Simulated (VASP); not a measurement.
# Br (Cmce) in VASP: single point with PBEsol

Aim: the single point of Br with PBEsol.

All numbers are computed with VASP 6.6.1; they aren't measurements. Logs are shortened: lines on timing, memory, paths and dates and some standing lists are left out, and cuts for length are marked.

## (1) The cell of the first run

It takes space group Cmce (No. 64, orthorhombic). The conventional cell has a = 6.726 Å, b = 4.645 Å, c = 8.702 Å, α = 90.00°, β = 90.00°, γ = 90.00°. Br (site symmetry m) has 1 Br at 2.29 Å within 3.0 Å.

## (2) Single point, PBEsol

INCAR

```
SYSTEM = Br
  PREC = Accurate
  ENCUT = 520
  EDIFF = 1E-6
  ISMEAR = 1
  SIGMA = 0.02
  LREAL = .FALSE.
  LASPH = .TRUE.
  NELM = 60
  ALGO = Normal
  ISIF = 2
  LWAVE = .FALSE.
  LCHARG = .TRUE.
  GGA = PS
  LELF = .TRUE.
  LVHAR = .TRUE.
  NBANDS = 22
```

KPOINTS

```
Automatic mesh
0
G
  6 6 3
  0 0 0
```

POSCAR

```
Br
1.0
    3.3632500000     -2.3225500000      0.0000000000
    3.3632500000      2.3225500000      0.0000000000
    0.0000000000      0.0000000000      8.7023000000
Br
4
Direct
    0.8651000000      0.1349000000      0.1099000000
    0.6349000000      0.3651000000      0.6099000000
    0.1349000000      0.8651000000      0.8901000000
    0.3651000000      0.6349000000      0.3901000000
```

Potentials or basis: VASP PAW PBE potentials, release 64 (Br).

Run with:

```bash
> cat potpaw_PBE.64/Br/POTCAR > POTCAR
> mpirun -np 1 vasp_std > vasp.out
```

OUTCAR:

```text
SYSTEM = Br
   PREC = Accurate
   ENCUT = 520
   EDIFF = 1E-6
   ISMEAR = 1
   LREAL = .FALSE.
   LASPH = .TRUE.
   NELM = 60
   ISIF = 2
   GGA = PS

 ion  position               nearest neighbor table
   1  0.865  0.135  0.110-   3 2.29
   2  0.635  0.365  0.610-   4 2.29
   3  0.135  0.865  0.890-   1 2.29
   4  0.365  0.635  0.390-   2 2.29

  LATTYP: Found a base centered orthorhombic cell.
 ALAT       =     4.6451000000
 B/A-ratio  =     1.4480850789
 C/A-ratio  =     1.8734365245

  Lattice vectors:

 A1 = (  -3.3632500000,  -2.3225500000,   0.0000000000)
 A2 = (   3.3632500000,  -2.3225500000,   0.0000000000)
 A3 = (   0.0000000000,   0.0000000000,   8.7023000000)

Analysis of symmetry for initial positions (statically):
=====================================================================
 Subroutine PRICEL returns:
 Original cell was already a primitive cell.

 Routine SETGRP: Setting up the symmetry group for a
 base centered orthorhombic supercell.

 Subroutine GETGRP returns: Found  8 space group operations
 (whereof  4 operations were pure point group operations)
 out of a pool of  8 trial point group operations.

The static configuration has the point symmetry C_2h.
 The point group associated with its full space group is D_2h.

Analysis of symmetry for dynamics (positions and initial velocities):
=====================================================================
 Subroutine PRICEL returns:
 Original cell was already a primitive cell.

 Routine SETGRP: Setting up the symmetry group for a
 base centered orthorhombic supercell.

 Subroutine GETGRP returns: Found  8 space group operations
 (whereof  4 operations were pure point group operations)
 out of a pool of  8 trial point group operations.

The dynamic configuration has the point symmetry C_2h.
 The point group associated with its full space group is D_2h.

 Subroutine INISYM returns: Found  8 space group operations
 (whereof  4 operations are pure point group operations),
 and found     1 'primitive' translations

----------------------------------------------------------------------------------------

                                     Primitive cell

  volume of cell :     135.9528

  direct lattice vectors                    reciprocal lattice vectors
     3.363250000 -2.322550000  0.000000000     0.148665725 -0.215280618  0.000000000
     3.363250000  2.322550000  0.000000000     0.148665725  0.215280618  0.000000000
     0.000000000  0.000000000  8.702300000     0.000000000  0.000000000  0.114912150

  length of vectors
     4.087259359  4.087259359  8.702300000     0.261624239  0.261624239  0.114912150

  position of ions in fractional coordinates (direct lattice)
     0.865100000  0.134900000  0.109900000
     0.634900000  0.365100000  0.609900000
     0.134900000  0.865100000  0.890100000
     0.365100000  0.634900000  0.390100000

  ion indices of the primitive-cell ions
   primitive index   ion index
                 1           1
                 2           2
                 3           3
                 4           4

----------------------------------------------------------------------------------------

 KPOINTS: Automatic mesh

Automatic generation of k-mesh.
 Grid dimensions read from file:
 generate k-points for:    6    6    3

 Generating k-lattice:

  Cartesian coordinates                     Fractional coordinates (reciprocal lattice)
     0.024777621 -0.035880103  0.000000000     0.166666667 -0.000000000  0.000000000
     0.024777621  0.035880103  0.000000000    -0.000000000  0.166666667  0.000000000
     0.000000000  0.000000000  0.038304050     0.000000000  0.000000000  0.333333333

  Length of vectors
     0.043604040  0.043604040  0.038304050

  Shift w.r.t. Gamma in fractional coordinates (k-lattice)
     0.000000000  0.000000000  0.000000000

 Subroutine IBZKPT returns following result:
 ===========================================

 Found     26 irreducible k-points:

 Following reciprocal coordinates:
            Coordinates               Weight
  0.000000  0.000000  0.000000      1.000000
  0.166667 -0.000000  0.000000      4.000000
  0.333333 -0.000000  0.000000      4.000000
  0.500000 -0.000000  0.000000      2.000000
  0.166667  0.166667  0.000000      2.000000
  0.333333  0.166667  0.000000      4.000000
[... 16 lines left out ...]
  0.333333  0.333333  0.333333      4.000000
  0.500000  0.333333  0.333333      8.000000
 [... further k-points ...]
   k-points           NKPTS =     26   k-points in BZ     NKDIM =     26   number of bands    NBANDS=     22
   number of dos      NEDOS =    301   number of ions     NIONS =      4
   total plane-waves  NPLWV =  63000
   dimension x,y,z NGX =    30 NGY =   30 NGZ =   70
   dimension x,y,z NGXF=    60 NGYF=   60 NGZF=  140
   ions per type =               4
   NGX,Y,Z   is equivalent  to a cutoff of  12.20, 12.20, 13.37 a.u.
   NGXF,Y,Z  is equivalent  to a cutoff of  24.40, 24.40, 26.75 a.u.
 SYSTEM =  Br
   PREC   = accura    normal or accurate (medium, high low for compatibility)
   ISTART =      0    job   : 0-new  1-cont  2-samecut
   ICHARG =      2    charge: 1-file 2-atom 10-const
   ISPIN  =      1    spin polarized calculation?
   LNONCOLLINEAR =      F non collinear calculations
   LSORBIT =      F    spin-orbit coupling
   LASPH  =      T    aspherical Exc in radial PAW
   ENCUT  =  520.0 eV  38.22 Ry    6.18 a.u.   7.60  7.60 16.18*2*pi/ulx,y,z
   NELM   =     60;   NELMIN=  2; NELMDL= -5     # of ELM steps
   EDIFF  = 0.1E-05   stopping-criterion for ELM
   LREAL  =      F    real-space projection
   EDIFFG = 0.1E-04   stopping-criterion for IOM
   NSW    =      0    number of steps for IOM
   IBRION =     -1    ionic relax: 0-MD 1-quasi-New 2-CG
   NFREE  =      0    steps in history (QN), initial steepest desc. (CG)
   ISIF   =      2    stress and relaxation
   ISYM   =      2    0-nonsym 1-usesym 2-fastsym
   POTIM  = 0.5000    time-step for ionic-motion
   TEBEG  =    0.0;   TEEND  =   0.0 temperature during run
   PSTRESS=    0.0 pullay stress
   NELECT =      28.0000    total number of electrons
   NUPDOWN=      -1.0000    fix difference up-down
   EMIN   =  10.00;   EMAX   =-10.00  energy-range for DOS
   EFERMI =   0.00;   METHOD = LEGACY
   ISMEAR =     1;   SIGMA  =   0.02  broadening in eV -4-tet -1-fermi 0-gaus
   EFERMI_NEDOS =   21; number of points for ismear=-14 and -15
   IALGO  =     38    algorithm
   IMIX   =      4    mixing-type and parameters
     AMIX     =   0.40;   BMIX     =  1.00
     AMIX_MAG =   1.60;   BMIX_MAG =  1.00
  volume/ion in A,a.u.               =      33.99       229.36
  Fermi-wavevector in a.u.,A,eV,Ry     =   0.966788  1.826965 12.717090  0.934680
  Thomas-Fermi vector in A             =   2.096619
   LORBIT       =      0    0 simple, 1 ext, 2 COOP (PROOUT), +10 PAW based schemes
   GGA     = PS    functional components
   LHFCALC =     F    Hartree Fock is set to
   AEXX    =    0.0000 exact exchange contribution
   IVDW    =     0    specifies the selected vdW correction
   LEPSILON=     F    determine dielectric tensor
   LRPA    =     F    only Hartree local field effects (RPA)
 non-spin polarized calculation
 Methfessel and Paxton  Order N= 1 SIGMA  =   0.02
  energy-cutoff  :      520.00
  volume of cell :      135.95
 maximum number of plane-waves:      3697
   NGX = 15   NGY = 15   NGZ = 33

 number of electron      27.9999999 magnetization

 Free energy of the ion-electron system (eV)
  ---------------------------------------------------
  ext. energy  EPLUGINS =         0.00000000
  ---------------------------------------------------
  free energy    TOTEN  =        -7.15400825 eV

  energy without entropy =       -7.15416168  energy(sigma->0) =       -7.15405939

 E-fermi :  -0.4230     XC(G=0):  -8.0553

 val. band max:       -0.4317344838   @ k =   0.5000   0.5000   0.0000
 cond. band min:       1.4102196699   @ k =   0.0000   0.0000   0.0000
 fundamental gap:      1.8419541537
 Fermi energy:        -0.4229871760

 k-point     1 :       0.0000    0.0000    0.0000
  band No.  band energies     occupation
      1     -16.3717      2.00000
      2     -16.0555      2.00000
      3     -13.5353      2.00000
      4     -12.8612      2.00000
      5      -5.3786      2.00000
      6      -4.3685      2.00000
[... 14 lines left out ...]
     21       8.4589      0.00000
     22       8.7566      0.00000

 k-point     2 :       0.1667   -0.0000    0.0000
  band No.  band energies     occupation
      1     -16.3154      2.00000
      2     -16.0376      2.00000
      3     -13.4915      2.00000
      4     -12.9114      2.00000
      5      -5.3805      2.00000
      6      -4.4936      2.00000
[... 14 lines left out ...]
     21       8.3315      0.00000
     22       8.8578      0.00000

 k-point     3 :       0.3333   -0.0000    0.0000
  band No.  band energies     occupation
      1     -16.1825      2.00000
      2     -16.0172      2.00000
      3     -13.3752      2.00000
      4     -13.0453      2.00000
      5      -5.3688      2.00000
      6      -4.8541      2.00000
[... 14 lines left out ...]
     21       8.7874      0.00000
     22       9.4915      0.00000

 k-point     4 :       0.5000   -0.0000    0.0000
  band No.  band energies     occupation
      1     -16.0602      2.00000
      2     -16.0602      2.00000
      3     -13.2160      2.00000
      4     -13.2160      2.00000
      5      -5.2197      2.00000
      6      -5.2197      2.00000
[... 14 lines left out ...]
     21       9.7418      0.00000
     22       9.7418      0.00000

 k-point     5 :       0.1667    0.1667    0.0000
  band No.  band energies     occupation
      1     -16.3160      2.00000
      2     -16.0168      2.00000
      3     -13.4911      2.00000
      4     -12.8633      2.00000
      5      -5.3365      2.00000
      6      -4.4322      2.00000
[... 14 lines left out ...]
     21       8.7833      0.00000
     22       8.9273      0.00000

 k-point     6 :       0.3333    0.1667    0.0000
  band No.  band energies     occupation
      1     -16.2268      2.00000
      2     -15.9813      2.00000
      3     -13.4198      2.00000
      4     -12.9216      2.00000
      5      -5.3140      2.00000
      6      -4.6087      2.00000
[... 14 lines left out ...]
     21       8.2702      0.00000
     22       9.1874      0.00000

 k-point     7 :       0.5000    0.1667    0.0000
  band No.  band energies     occupation
      1     -16.1111      2.00000
      2     -15.9891      2.00000
      3     -13.3078      2.00000
      4     -13.0733      2.00000
      5      -5.2766      2.00000
      6      -4.9817      2.00000
[... 324 lines left out ...]
      6      -4.9617      2.00000
[... 14 lines left out ...]
     21       8.6216      0.00000
     22       9.0716      0.00000

 k-point    21 :      -0.3333    0.1667    0.3333
  band No.  band energies     occupation
      1     -16.0707      2.00000
      2     -16.0509      2.00000
      3     -13.2361      2.00000
      4     -13.1950      2.00000
      5      -5.1343      2.00000
      6      -5.0208      2.00000
[... 14 lines left out ...]
     21       9.0226      0.00000
     22       9.3039      0.00000

 k-point    22 :      -0.1667    0.1667    0.3333
  band No.  band energies     occupation
      1     -16.1748      2.00000
      2     -16.0821      2.00000
      3     -13.3117      2.00000
      4     -13.1234      2.00000
      5      -5.2145      2.00000
      6      -4.8751      2.00000
[... 14 lines left out ...]
     21       8.7190      0.00000
     22       9.0103      0.00000

 k-point    23 :       0.3333    0.3333    0.3333
  band No.  band energies     occupation
      1     -16.1420      2.00000
      2     -16.0114      2.00000
      3     -13.2624      2.00000
      4     -12.9971      2.00000
      5      -5.1077      2.00000
      6      -4.7820      2.00000
[... 14 lines left out ...]
     21       8.5519      0.00000
     22       9.0609      0.00000

 k-point    24 :       0.5000    0.3333    0.3333
  band No.  band energies     occupation
      1     -16.0869      2.00000
      2     -15.9818      2.00000
      3     -13.2392      2.00000
      4     -13.0323      2.00000
      5      -5.1046      2.00000
      6      -4.8489      2.00000
[... 14 lines left out ...]
     21       8.6223      0.00000
     22       9.4501      0.00000

 [... further k-points ...]

------------------------ aborting loop because EDIFF is reached ----------------------------------------

  FORCE on cell =-STRESS in cart. coord.  units (eV):
  Direction    XX          YY          ZZ          XY          YZ          ZX
  --------------------------------------------------------------------------------------
  -------------------------------------------------------------------------------------
  Total        0.0287363     -0.3983674      0.7495260      0.0000000      0.0000000      0.0000000
  in kB        0.3386512     -4.6946816      8.8330155      0.0000000      0.0000000      0.0000000
  external PRESSURE =       1.4923284 kB  Pullay stress =       0.0000000 kB

 VOLUME and BASIS-vectors are now :
 -----------------------------------------------------------------------------
  energy-cutoff  :      520.00
  volume of cell :      135.95
      direct lattice vectors                 reciprocal lattice vectors
     3.363250000 -2.322550000  0.000000000     0.148665725 -0.215280618  0.000000000
     3.363250000  2.322550000  0.000000000     0.148665725  0.215280618  0.000000000
     0.000000000  0.000000000  8.702300000     0.000000000  0.000000000  0.114912150

 POSITION                                       TOTAL-FORCE (eV/Angst)
 -----------------------------------------------------------------------------------
      3.36325     -1.69593      0.95638         0.000000      0.330473      0.672193
      3.36325     -0.62662      5.30753         0.000000     -0.330473      0.672193
      3.36325      1.69593      7.74592         0.000000     -0.330473     -0.672193
      3.36325      0.62662      3.39477         0.000000      0.330473     -0.672193
 -----------------------------------------------------------------------------------
    total drift:                               -0.000000      0.000000      0.000000

  FREE ENERGIE OF THE ION-ELECTRON SYSTEM (eV)
  ---------------------------------------------------
  free  energy   TOTEN  =        -7.1540082516 eV

  energy  without entropy=       -7.1541616786  energy(sigma->0) =       -7.15405939
```

Run time: 31 s. Hardware: 1 thread of Intel Xeon 6975P-C (Granite Rapids), shared host; peak memory 0.25 GiB.

What came out:

| Quantity | Value |
| --- | --- |
| Free energy | -7.1540 eV |
| Pressure | 0.1 GPa |
| Largest force | 0.749 eV/Å |
| Band gap on the k mesh | 1.84 eV, indirect (least direct gap 1.86 eV) |

Forces on the atoms (eV/Å):
```
Br   0.000  0.330  0.672
Br   0.000 -0.330  0.672
Br   0.000 -0.330 -0.672
Br   0.000  0.330 -0.672
```

Levels at points of the mesh, in eV from the valence-band top:
```csv
k point,band 10,band 11,band 12,band 13,band 14,band 15,band 16,band 17,band 18,band 19
"(0.00, 0.00, 0.00)",-1.63,-0.94,-0.35,-0.06,-0.02,1.84,2.61,5.79,6.51,7.24
"(0.50, 0.00, 0.00)",-2.00,-0.81,-0.81,-0.23,-0.23,2.52,2.52,7.00,7.00,9.08
"(0.50, 0.50, 0.00)",-2.36,-1.34,-1.15,-0.38,0.00,1.90,2.28,7.18,7.44,7.58
```

Caveat: the PAW data sets were made with another functional, which shifts forces and pressure a little. Expect the measured gap to be larger: semilocal functionals such as PBEsol lack the derivative discontinuity.
